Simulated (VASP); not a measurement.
# P (Fm-3m) in VASP: notebook, part 2 of 2

VASP 6.6.1. Earlier steps stand in the parts before.

### Step 4. Single point, PBE

Contents of INCAR:

```
PREC     = Accurate       # precision mode
ENCUT    = 520            # plane-wave cutoff, eV
EDIFF    = 1E-6           # SCF threshold, eV
ISMEAR   = -1             # smearing method
SIGMA    = 0.08           # smearing width, eV
LREAL    = False          # projectors in reciprocal space
LASPH    = True           # aspherical terms in the spheres
NELM     = 100            # most SCF steps
ALGO     = Normal         # electronic algorithm
ISIF     = 2              # what is computed and relaxed
LWAVE    = False          # write WAVECAR
LCHARG   = False          # write CHGCAR
GGA      = PE             # functional
NBANDS   = 8              # bands
```

Contents of KPOINTS:

```
Automatic mesh
0
Gamma
  22 22 22
```

Contents of POSCAR:

```
P
1.0
    0.0000000000      1.4457235307      1.4457235307
    1.4457235307      0.0000000000      1.4457235307
    1.4457235307      1.4457235307      0.0000000000
P
1
Direct
    0.0000000000      0.0000000000      0.0000000000
```

Potentials or basis: VASP PAW PBE potentials, release 64 (P).

The run is started by

```bash
$ cat potpaw_PBE.64/P/POTCAR > POTCAR
$ mpirun -np 1 vasp_std > vasp.out
```

OUTCAR:

```text
PREC = Accurate
   ENCUT = 520
   EDIFF = 1E-6
   ISMEAR = -1
   LREAL = False
   LASPH = True
   NELM = 100
   ISIF = 2
   GGA = PE

 ion  position               nearest neighbor table
   1  0.000  0.000  0.000-

  LATTYP: Found a face centered cubic cell.
 ALAT       =     2.8914470614

  Lattice vectors:

 A1 = (   0.0000000000,   1.4457235307,   1.4457235307)
 A2 = (   1.4457235307,   0.0000000000,   1.4457235307)
 A3 = (   1.4457235307,   1.4457235307,   0.0000000000)

Analysis of symmetry for initial positions (statically):
=====================================================================
 Subroutine PRICEL returns:
 Original cell was already a primitive cell.

 Routine SETGRP: Setting up the symmetry group for a
 face centered cubic supercell.

 Subroutine GETGRP returns: Found 48 space group operations
 (whereof 48 operations were pure point group operations)
 out of a pool of 48 trial point group operations.

The static configuration has the point symmetry O_h .

Analysis of symmetry for dynamics (positions and initial velocities):
=====================================================================
 Subroutine PRICEL returns:
 Original cell was already a primitive cell.

 Routine SETGRP: Setting up the symmetry group for a
 face centered cubic supercell.

 Subroutine GETGRP returns: Found 48 space group operations
 (whereof 48 operations were pure point group operations)
 out of a pool of 48 trial point group operations.

The dynamic configuration has the point symmetry O_h .

 Subroutine INISYM returns: Found 48 space group operations
 (whereof 48 operations are pure point group operations),
 and found     1 'primitive' translations

----------------------------------------------------------------------------------------

                                     Primitive cell
[... 102 lines left out ...]
   EMIN   =  10.00;   EMAX   =-10.00  energy-range for DOS
   EFERMI =   0.00;   METHOD = LEGACY
   ISMEAR =    -1;   SIGMA  =   0.08  broadening in eV -4-tet -1-fermi 0-gaus
   EFERMI_NEDOS =   21; number of points for ismear=-14 and -15
   IALGO  =     38    algorithm
   IMIX   =      4    mixing-type and parameters
     AMIX     =   0.40;   BMIX     =  1.00
     AMIX_MAG =   1.60;   BMIX_MAG =  1.00
  volume/ion in A,a.u.               =       6.04        40.78
  Fermi-wavevector in a.u.,A,eV,Ry     =   1.536867  2.904257 32.136414  2.361960
  Thomas-Fermi vector in A             =   2.643456
   LORBIT       =      0    0 simple, 1 ext, 2 COOP (PROOUT), +10 PAW based schemes
   GGA     = PE    functional components
   LHFCALC =     F    Hartree Fock is set to
   AEXX    =    0.0000 exact exchange contribution
   IVDW    =     0    specifies the selected vdW correction
   LEPSILON=     F    determine dielectric tensor
   LRPA    =     F    only Hartree local field effects (RPA)
 non-spin polarized calculation
  energy-cutoff  :      520.00
  volume of cell :        6.04
 maximum number of plane-waves:       170
   NGX =  7   NGY =  7   NGZ =  7

 number of electron       4.9999999 magnetization

 Free energy of the ion-electron system (eV)
  ---------------------------------------------------
  ext. energy  EPLUGINS =         0.00000000
  ---------------------------------------------------
  free energy    TOTEN  =         1.10716951 eV

  energy without entropy =        1.11137205  energy(sigma->0) =        1.10927078

 E-fermi :  27.7089     XC(G=0): -15.6487

 val. band max:       27.6929530467   @ k =   0.3636   0.3182   0.0455
 cond. band min:      27.7118176045   @ k =  -0.4091   0.4091   0.0909
 fundamental gap:      0.0188645578
 Fermi energy:        27.7088684842

 k-point     1 :       0.0000    0.0000    0.0000
  band No.  band energies     occupation
      1      -1.5267      2.00000
      2      41.1670      0.00000
      3      41.1670      0.00000
      4      41.1670      0.00000
      5      46.9904      0.00000
      6      46.9904      0.00000
      7      46.9904      0.00000
      8      49.8616      0.00000
[... 243 lines left out ...]
 k-point    24 :      -0.4545    0.0455    0.0000
  band No.  band energies     occupation
      1       9.2201      2.00000
      2      12.6138      2.00000
      3      37.2019      0.00000
      4      38.7096      0.00000
      5      42.0747      0.00000
      6      42.1692      0.00000
      7      48.5889      0.00000
      8      50.9368      0.00000

 [... further k-points ...]
[... 5 lines left out ...]
  --------------------------------------------------------------------------------------
  -------------------------------------------------------------------------------------
  Total       16.6436614     16.6436614     16.6436614     -0.0000000     -0.0000000      0.0000000
  in kB     4412.3881446   4412.3881446   4412.3881446     -0.0000000     -0.0000000      0.0000000
  external PRESSURE =    4412.3881446 kB  Pullay stress =       0.0000000 kB

 VOLUME and BASIS-vectors are now :
 -----------------------------------------------------------------------------
  energy-cutoff  :      520.00
  volume of cell :        6.04
      direct lattice vectors                 reciprocal lattice vectors
     0.000000000  1.445723531  1.445723531    -0.345847591  0.345847591  0.345847591
     1.445723531  0.000000000  1.445723531     0.345847591 -0.345847591  0.345847591
     1.445723531  1.445723531  0.000000000     0.345847591  0.345847591 -0.345847591

 POSITION                                       TOTAL-FORCE (eV/Angst)
 -----------------------------------------------------------------------------------
      0.00000      0.00000      0.00000        -0.000000     -0.000000     -0.000000
 -----------------------------------------------------------------------------------
    total drift:                                0.000000      0.000000     -0.000000

  FREE ENERGIE OF THE ION-ELECTRON SYSTEM (eV)
  ---------------------------------------------------
  free  energy   TOTEN  =         1.1071695146 eV

  energy  without entropy=        1.1113720459  energy(sigma->0) =        1.10927078
```

stdout:

```text
POSCAR found type information on POSCAR P
 POSCAR found :  1 types and       1 ions
 scaLAPACK will be used
 LDA part: xc-table for (Slater+PW92), standard interpolation
 POSCAR, INCAR and KPOINTS ok, starting setup
 FFT: planning ... GRIDC
 FFT: planning ... GRID_SOFT
 FFT: planning ... GRID
 WAVECAR not read
 entering main loop
```

Wall time 7.5 s (1 thread of AMD EPYC 9R45 (Zen 5), shared host); peak memory 0.08 GiB.

What came out:

| Item | Value |
| --- | --- |
| Free energy | 1.1072 eV |
| Pressure | 441.2 GPa |

Levels at points of the mesh, in eV from the Fermi level:
| k point | band 1 | band 2 | band 3 | band 4 | band 5 | band 6 |
| --- | --- | --- | --- | --- | --- | --- |
| (0.00, 0.00, 0.00) | -29.24 | 13.46 | 13.46 | 13.46 | 19.28 | 19.28 |
| (0.50, 0.00, 0.00) | -17.81 | -16.03 | 11.43 | 11.43 | 13.80 | 13.80 |
| (0.50, 0.50, 0.00) | -14.57 | -11.12 | -0.44 | 2.15 | 2.15 | 11.52 |

### Step 5. Single point, PBE

This run uses another cell than the first one, of 14.52 Å³/atom, 2.404 times its volume.

Changes to INCAR since step 4:

```diff
@@ -7,3 +7,3 @@
 LASPH    = True           # aspherical terms in the spheres
-NELM     = 100            # most SCF steps
+NELM     = 60             # most SCF steps
 ALGO     = Normal         # electronic algorithm
```

Contents of KPOINTS:

```
Automatic mesh
0
Gamma
  17 17 17
```

Contents of POSCAR:

```
P
1.0
    0.0000000000      1.9363923620      1.9363923620
    1.9363923620      0.0000000000      1.9363923620
    1.9363923620      1.9363923620      0.0000000000
P
1
Direct
    0.0000000000      0.0000000000      0.0000000000
```

Potentials or basis: VASP PAW PBE potentials, release 64 (P).

The run is started by

```bash
$ cat potpaw_PBE.64/P/POTCAR > POTCAR
$ mpirun -np 1 vasp_std > vasp.out
```

OUTCAR:

```text
PREC = Accurate
   ENCUT = 520
   EDIFF = 1E-6
   ISMEAR = -1
   LREAL = False
   LASPH = True
   NELM = 60
   ISIF = 2
   GGA = PE

 ion  position               nearest neighbor table
   1  0.000  0.000  0.000-

  LATTYP: Found a face centered cubic cell.
 ALAT       =     3.8727847240

  Lattice vectors:

 A1 = (   0.0000000000,   1.9363923620,   1.9363923620)
 A2 = (   1.9363923620,   0.0000000000,   1.9363923620)
 A3 = (   1.9363923620,   1.9363923620,   0.0000000000)

Analysis of symmetry for initial positions (statically):
=====================================================================
 Subroutine PRICEL returns:
 Original cell was already a primitive cell.

 Routine SETGRP: Setting up the symmetry group for a
 face centered cubic supercell.

 Subroutine GETGRP returns: Found 48 space group operations
 (whereof 48 operations were pure point group operations)
 out of a pool of 48 trial point group operations.

The static configuration has the point symmetry O_h .

Analysis of symmetry for dynamics (positions and initial velocities):
=====================================================================
 Subroutine PRICEL returns:
 Original cell was already a primitive cell.

 Routine SETGRP: Setting up the symmetry group for a
 face centered cubic supercell.

 Subroutine GETGRP returns: Found 48 space group operations
 (whereof 48 operations were pure point group operations)
 out of a pool of 48 trial point group operations.

The dynamic configuration has the point symmetry O_h .

 Subroutine INISYM returns: Found 48 space group operations
 (whereof 48 operations are pure point group operations),
 and found     1 'primitive' translations

----------------------------------------------------------------------------------------

                                     Primitive cell

  volume of cell :      14.5215

  direct lattice vectors                    reciprocal lattice vectors
     0.000000000  1.936392362  1.936392362    -0.258212132  0.258212132  0.258212132
     1.936392362  0.000000000  1.936392362     0.258212132 -0.258212132  0.258212132
     1.936392362  1.936392362  0.000000000     0.258212132  0.258212132 -0.258212132

  length of vectors
     2.738472340  2.738472340  2.738472340     0.447236532  0.447236532  0.447236532

  position of ions in fractional coordinates (direct lattice)
     0.000000000  0.000000000  0.000000000

  ion indices of the primitive-cell ions
   primitive index   ion index
                 1           1

----------------------------------------------------------------------------------------

 KPOINTS: Automatic mesh

Automatic generation of k-mesh.
 Grid dimensions read from file:
 generate k-points for:   17   17   17

 Generating k-lattice:

  Cartesian coordinates                     Fractional coordinates (reciprocal lattice)
    -0.015188949  0.015188949  0.015188949     0.058823529  0.000000000  0.000000000
     0.015188949 -0.015188949  0.015188949     0.000000000  0.058823529  0.000000000
     0.015188949  0.015188949 -0.015188949     0.000000000  0.000000000  0.058823529

  Length of vectors
     0.026308031  0.026308031  0.026308031

  Shift w.r.t. Gamma in fractional coordinates (k-lattice)
     0.000000000  0.000000000  0.000000000

 Subroutine IBZKPT returns following result:
 ===========================================

 Found    165 irreducible k-points:

 Following reciprocal coordinates:
            Coordinates               Weight
  0.000000  0.000000  0.000000      1.000000
  0.058824  0.000000  0.000000      8.000000
  0.117647  0.000000  0.000000      8.000000
  0.176471  0.000000  0.000000      8.000000
  0.235294  0.000000  0.000000      8.000000
  0.294118  0.000000  0.000000      8.000000
[... 16 lines left out ...]
 -0.176471  0.058824  0.000000     24.000000
 -0.117647  0.058824  0.000000     24.000000
 [... further k-points ...]
   k-points           NKPTS =    165   k-points in BZ     NKDIM =    165   number of bands    NBANDS=      8
   number of dos      NEDOS =    301   number of ions     NIONS =      1
   total plane-waves  NPLWV =   8000
   dimension x,y,z NGX =    20 NGY =   20 NGZ =   20
   dimension x,y,z NGXF=    40 NGYF=   40 NGZF=   40
   ions per type =               1
   NGX,Y,Z   is equivalent  to a cutoff of  12.14, 12.14, 12.14 a.u.
   NGXF,Y,Z  is equivalent  to a cutoff of  24.28, 24.28, 24.28 a.u.
 SYSTEM =  unknown system
   PREC   = accura    normal or accurate (medium, high low for compatibility)
   ISTART =      0    job   : 0-new  1-cont  2-samecut
   ICHARG =      2    charge: 1-file 2-atom 10-const
   ISPIN  =      1    spin polarized calculation?
   LNONCOLLINEAR =      F non collinear calculations
   LSORBIT =      F    spin-orbit coupling
   LASPH  =      T    aspherical Exc in radial PAW
   ENCUT  =  520.0 eV  38.22 Ry    6.18 a.u.   5.09  5.09  5.09*2*pi/ulx,y,z
   NELM   =     60;   NELMIN=  2; NELMDL= -5     # of ELM steps
   EDIFF  = 0.1E-05   stopping-criterion for ELM
   LREAL  =      F    real-space projection
   EDIFFG = 0.1E-04   stopping-criterion for IOM
   NSW    =      0    number of steps for IOM
   IBRION =     -1    ionic relax: 0-MD 1-quasi-New 2-CG
   NFREE  =      0    steps in history (QN), initial steepest desc. (CG)
   ISIF   =      2    stress and relaxation
   ISYM   =      2    0-nonsym 1-usesym 2-fastsym
   POTIM  = 0.5000    time-step for ionic-motion
   TEBEG  =    0.0;   TEEND  =   0.0 temperature during run
   PSTRESS=    0.0 pullay stress
   NELECT =       5.0000    total number of electrons
   NUPDOWN=      -1.0000    fix difference up-down
   EMIN   =  10.00;   EMAX   =-10.00  energy-range for DOS
   EFERMI =   0.00;   METHOD = LEGACY
   ISMEAR =    -1;   SIGMA  =   0.08  broadening in eV -4-tet -1-fermi 0-gaus
   EFERMI_NEDOS =   21; number of points for ismear=-14 and -15
   IALGO  =     38    algorithm
   IMIX   =      4    mixing-type and parameters
     AMIX     =   0.40;   BMIX     =  1.00
     AMIX_MAG =   1.60;   BMIX_MAG =  1.00
  volume/ion in A,a.u.               =      14.52        98.00
  Fermi-wavevector in a.u.,A,eV,Ry     =   1.147435  2.168338 17.913531  1.316607
  Thomas-Fermi vector in A             =   2.284115
   LORBIT       =      0    0 simple, 1 ext, 2 COOP (PROOUT), +10 PAW based schemes
   GGA     = PE    functional components
   LHFCALC =     F    Hartree Fock is set to
   AEXX    =    0.0000 exact exchange contribution
   IVDW    =     0    specifies the selected vdW correction
   LEPSILON=     F    determine dielectric tensor
   LRPA    =     F    only Hartree local field effects (RPA)
 non-spin polarized calculation
  energy-cutoff  :      520.00
  volume of cell :       14.52
 maximum number of plane-waves:       398
   NGX = 11   NGY = 11   NGZ = 11

 number of electron       4.9999999 magnetization

 Free energy of the ion-electron system (eV)
  ---------------------------------------------------
  ext. energy  EPLUGINS =         0.00000000
  ---------------------------------------------------
  free energy    TOTEN  =        -4.51776038 eV

  energy without entropy =       -4.50270541  energy(sigma->0) =       -4.51023289

 E-fermi :   9.8376     XC(G=0): -11.4905

 val. band max:        9.8270022157   @ k =   0.4706   0.4118   0.0000
 cond. band min:       9.8514718895   @ k =  -0.2941   0.1765   0.0000
 fundamental gap:      0.0244696738
 Fermi energy:         9.8375643279

 k-point     1 :       0.0000    0.0000    0.0000
  band No.  band energies     occupation
      1      -6.5447      2.00000
      2      16.6048      0.00000
      3      16.6048      0.00000
      4      16.6048      0.00000
      5      21.2393      0.00000
      6      21.2393      0.00000
      7      21.2393      0.00000
      8      27.4839      0.00000

 k-point     2 :       0.0588    0.0000    0.0000
  band No.  band energies     occupation
      1      -6.4479      2.00000
      2      15.7810      0.00000
      3      16.4578      0.00000
      4      16.4578      0.00000
      5      21.3205      0.00000
      6      21.4857      0.00000
      7      21.4857      0.00000
      8      27.1184      0.00000
[... 221 lines left out ...]
 k-point    23 :      -0.1765    0.0588    0.0000
  band No.  band energies     occupation
      1      -5.3877      2.00000
      2      11.0399      0.00000
      3      14.3247      0.00000
      4      16.1207      0.00000
      5      21.3775      0.00000
      6      22.1730      0.00000
      7      22.9261      0.00000
      8      24.9551      0.00000

 k-point    24 :      -0.1176    0.0588    0.0000
  band No.  band energies     occupation
      1      -5.9324      2.00000
      2      13.2427      0.00000
      3      14.7873      0.00000
      4      16.4525      0.00000
      5      21.3883      0.00000
      6      21.9026      0.00000
      7      22.8752      0.00000
      8      25.2272      0.00000

 [... further k-points ...]
[... 5 lines left out ...]
  --------------------------------------------------------------------------------------
  -------------------------------------------------------------------------------------
  Total       -0.0152492     -0.0152492     -0.0152492     -0.0000000     -0.0000000      0.0000000
  in kB       -1.6824673     -1.6824673     -1.6824673     -0.0000000     -0.0000000      0.0000000
  external PRESSURE =      -1.6824673 kB  Pullay stress =       0.0000000 kB

 VOLUME and BASIS-vectors are now :
 -----------------------------------------------------------------------------
  energy-cutoff  :      520.00
  volume of cell :       14.52
      direct lattice vectors                 reciprocal lattice vectors
     0.000000000  1.936392362  1.936392362    -0.258212132  0.258212132  0.258212132
     1.936392362  0.000000000  1.936392362     0.258212132 -0.258212132  0.258212132
     1.936392362  1.936392362  0.000000000     0.258212132  0.258212132 -0.258212132

 POSITION                                       TOTAL-FORCE (eV/Angst)
 -----------------------------------------------------------------------------------
      0.00000      0.00000      0.00000        -0.000000     -0.000000     -0.000000
 -----------------------------------------------------------------------------------
    total drift:                                0.000000      0.000000      0.000000

  FREE ENERGIE OF THE ION-ELECTRON SYSTEM (eV)
  ---------------------------------------------------
  free  energy   TOTEN  =        -4.5177603768 eV

  energy  without entropy=       -4.5027054104  energy(sigma->0) =       -4.51023289
```

It took 7 s on 1 thread of AMD EPYC 9R45 (Zen 5), shared host; peak memory 0.1 GiB.

What came out:

```
Free energy : -4.5178 eV
Pressure    : -0.2 GPa
```

### Step 6. The runs side by side

| task | cell | k mesh | cutoff (eV) | gap on the mesh (eV) | pressure (GPa) |
| --- | --- | --- | --- | --- | --- |
| relaxation of cell and atoms | relaxed to 450 GPa from a = 2.044 Å, angles 60.0°, 1 atom | 22 × 22 × 22 | 600 | none | 450.0 |
| single point | a = 2.044 Å, angles 60.0°, 1 atom | 22 × 22 × 22 | 520 | none | 441.8 |
| single point | a = 2.045 Å, angles 60.0°, 1 atom | 22 × 22 × 22 | 520 | none | 441.2 |
| single point | a = 2.738 Å, angles 60.0°, 1 atom | 17 × 17 × 17 | 520 | none | -0.2 |

Alike in all rows: level PBE; potentials or basis VASP PAW PBE potentials, release 64 (P); no spin polarisation; smearing fermi-dirac 0.08 eV.

Caveats: the cell is relaxed towards a set pressure, so the enthalpy falls and the energy may rise (some runs).

Absolute energies hang on the potentials; compare differences alone.
